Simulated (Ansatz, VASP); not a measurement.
Al3BN2 in VASP and in Ansatz

File INCAR:

```
SYSTEM = Al3BN2
PREC     = Accurate       ! precision mode
ENCUT    = 600            ! plane-wave cutoff, eV
EDIFF    = 1E-7           ! SCF threshold, eV
ISMEAR   = 0              ! smearing method
SIGMA    = 0.15           ! smearing width, eV
LREAL    = .False.        ! projectors in reciprocal space
LASPH    = .True.         ! aspherical terms in the spheres
NELM     = 120            ! most SCF steps
ALGO     = Normal         ! electronic algorithm
ISIF     = 3              ! what is computed and relaxed
LWAVE    = .False.        ! write WAVECAR
LCHARG   = .False.        ! write CHGCAR
GGA      = PE             ! functional
IBRION   = 2              ! ionic algorithm
NSW      = 36             ! ionic steps
EDIFFG   = -0.08          ! ionic threshold
GGA_COMPAT= .False.      
NELMIN   = 4
```

KPOINTS

```
regular mesh
0
Gamma
  3 3 3
  0 0 0
```

The input POSCAR:

```
Al3BN2
1.0
    4.9217518800      0.0000000000      0.0000000000
   -2.4608759400      4.2623621600      0.0000000000
    0.0000000000      0.0000000000      3.6351154300
Al B N
3 1 2
Direct
    0.0000000000      0.5000000000      0.9950230700
    0.5000000000      0.0000000000      0.9950230700
    0.5000000000      0.5000000000      0.9950230700
    0.0000000000      0.0000000000      0.1926302600
    0.6666666700      0.3333333300      0.4961477200
    0.3333333300      0.6666666700      0.4961477200
```

Input for Ansatz:

```yaml
crystal:
  lattice:
    - [4.92175188, 0.0, 0.0]
    - [-2.46087594, 4.26236216, 0.0]
    - [0.0, 0.0, 3.63511543]
  atoms:
    - { symbol: Al, position: [0.0, 0.5, 0.99502307] }
    - { symbol: Al, position: [0.5, 0.0, 0.99502307] }
    - { symbol: Al, position: [0.5, 0.5, 0.99502307] }
    - { symbol: B, position: [0.0, 0.0, 0.19263026] }
    - { symbol: "N", position: [0.66666667, 0.33333333, 0.49614772] }
    - { symbol: "N", position: [0.33333333, 0.66666667, 0.49614772] }
basis:
  ecutwfc: 420
kpoints:
  mp_grid: { grid: [3, 3, 3] }
hamiltonian:
  xc: pbe
scf:
  occupations: { method: gaussian, width: 0.15 }
  lower_state_search: "off"
output:
  forces: true
  stress: true
  eigenvalues: true
relax:
  adjacent_minimum: "off"
  f_tol: 0.08
  max_steps: 16
  cell: { stress_tol: 0.8 }
```

Change from the starting cell: species swapped into the NaSn2Pd3 type (P6mm, No. 183).

Alike in both runs: task relaxation of cell and atoms; functional PBE; k mesh 3 × 3 × 3; occupations gaussian, width 0.15 eV; no spin polarisation.

|  | VASP | Ansatz |
| --- | --- | --- |
| version | VASP 6.6.1 | Ansatz 0.2.0 |
| potentials or method | VASP PAW PBE potentials, release 64 (Al, B, N), cutoff 600 eV | scalar-relativistic, plane waves, PAW |
| valence electrons in the cell | 22 | 22 |

|  | VASP | Ansatz | Ansatz less VASP |
| --- | --- | --- | --- |
| gap on the k mesh at the Fermi level, each at its own relaxed structure (eV) | 0.21 | 0.19 | -0.020 |
| relaxed volume (Å³/atom) | 10.37 | 10.36 | -0.018 |
| relaxed length of the cell vector where the two differ most in proportion (Å) | 5.119 | 5.110 | -0.0086 |

The k mesh is coarse, so the values compare programs but aren't converged. Noted on VASP's run: the volume moved by over 15 % at a fixed basis, so the end points are rough.
